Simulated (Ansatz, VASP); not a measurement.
## Two plane-wave programs on Hf

The input INCAR:

```
  PREC = Accurate
  ENCUT = 520
  EDIFF = 1E-7
  ISMEAR = 0
  SIGMA = 0.15
  LREAL = F
  LASPH = T
  NELM = 80
  ALGO = Fast
  ISIF = 2
  LWAVE = F
  LCHARG = T
  GGA = CA
  LELF = T
  LVHAR = T
  NBANDS = 11
```

Contents of KPOINTS:

```
regular mesh
0
Gamma
  20 20 20
```

POSCAR

```
Hf
1.0
    0.0000000000      2.5437732494      1.7290026776
    2.5437732494      0.0000000000      1.7290026776
    2.5437732494      2.5437732494      0.0000000000
Hf
1
Direct
    0.0000000000      0.0000000000      0.0000000000
```

Input for Ansatz:

```yaml
crystal:
  lattice:
    - [0.0, 2.5437732494, 1.7290026776]
    - [2.5437732494, 0.0, 1.7290026776]
    - [2.5437732494, 2.5437732494, 0.0]
  atoms:
    - { symbol: Hf, position: [0.0, 0.0, 0.0] }
basis:
  ecutwfc: 420
kpoints:
  mp_grid: { grid: [20, 20, 20] }
hamiltonian:
  xc: lda
scf:
  occupations: { method: gaussian, width: 0.15 }
output:
  forces: true
  stress: true
  eigenvalues: true
```

Alike in both runs: task single point; functional LDA; k mesh 20 × 20 × 20; occupations gaussian, width 0.15 eV; no spin polarisation.

|  | VASP | Ansatz |
| --- | --- | --- |
| version | VASP 6.6.1 | Ansatz 0.2.0 |
| potentials or method | VASP PAW LDA potentials, release 64 (Hf_pv), cutoff 520 eV | scalar-relativistic, plane waves, PAW |
| valence electrons in the cell | 10 | 26 |

Ansatz gave:

```
gap on the k mesh at the Fermi level (eV)                     : none
pressure (GPa)                                                : -8.9
traceless stress, the component that is largest in VASP (GPa) : -1.24
```

Q: What did VASP give for the same quantities?

A: gap on the k mesh at the Fermi level (eV): none; pressure (GPa): -8.8; traceless stress, the component that is largest in VASP (GPa): -1.25.

LDA's correlation is that of Perdew and Zunger in VASP and of Perdew and Wang (1992) in Ansatz. A gap of «none» marks a metal or a gap that the smearing closes. VASP's potentials hold 10 valence electrons a cell and Ansatz's 26, so a difference there can come from the potentials and not from the codes.

Neither program's run includes spin-orbit coupling.
